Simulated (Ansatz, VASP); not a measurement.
## Two plane-wave programs on Hf

```xyz
1
Lattice="-1.7147 1.7147 1.8953 1.7147 -1.7147 1.8953 1.7147 1.7147 -1.8953" Properties=species:S:1:pos:R:3 pbc="T T T"
Hf    0.0000    0.0000    0.0000
```

Change from the starting cell: strain -0.050 along x and y, +0.050 along z, atoms carried along.

Alike in both runs: task single point; functional PBEsol; k mesh 18 × 18 × 18; occupations gaussian, width 0.15 eV; no spin polarisation.

```csv
,VASP,Ansatz
version,VASP 6.6.1,Ansatz 0.2.0
potentials or method,"VASP PAW PBE potentials, release 64 (Hf_pv), cutoff 520 eV","scalar-relativistic, plane waves, PAW"
valence electrons in the cell,10,26
```

|  | VASP | Ansatz | Ansatz less VASP |
| --- | --- | --- | --- |
| gap on the k mesh at the Fermi level (eV) | none | none | - |
| pressure (GPa) | -4.5 | -4.1 | +0.34 |
| traceless stress, the component that is largest in VASP (GPa) | 2.46 | 2.36 | -0.098 |

VASP's potentials were made for PBE, not for PBEsol. A gap of «none» marks a metal or a gap that the smearing closes. VASP's potentials hold 10 valence electrons a cell and Ansatz's 26, so a difference there can come from the potentials and not from the codes.

Neither program's run includes spin-orbit coupling.
